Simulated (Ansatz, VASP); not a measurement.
Two plane-wave programs on Zn2GeO3

```xyz
6
Lattice="4.8762 0.0000 0.0000 -2.4381 4.2229 0.0000 0.0000 0.0000 3.4877" Properties=species:S:1:pos:R:3 pbc="T T T"
Zn    0.0000    2.8153    0.0000
Zn    2.4381    1.4076    0.0000
Ge    0.0000    0.0000    0.0000
O     2.4381    0.0000    1.7439
O    -1.2191    2.1115    1.7439
O     1.2191    2.1115    1.7439
```

Change from the starting cell: species swapped into the NdGa2Pt3 type (P6/mmm, No. 191).

Alike in both runs: task single point; functional PBE; k mesh 6 × 6 × 6; occupations gaussian, width 0.1 eV; no spin polarisation.

|  | VASP | Ansatz |
| --- | --- | --- |
| version | VASP 6.6.1 | Ansatz 0.2.0 |
| potentials or method | VASP PAW PBE potentials, release 64 (Zn, Ge_d, O), cutoff 520 eV | scalar-relativistic, plane waves, PAW |
| valence electrons in the cell | 56 | 56 |

|  | VASP | Ansatz | Ansatz less VASP |
| --- | --- | --- | --- |
| gap on the k mesh at the Fermi level (eV) | none | none | - |
| pressure (GPa) | -0.2 | -0.6 | -0.37 |
| traceless stress, the component that is largest in VASP (GPa) | -35.72 | -36.05 | -0.330 |

A gap of «none» marks a metal or a gap that the smearing closes.
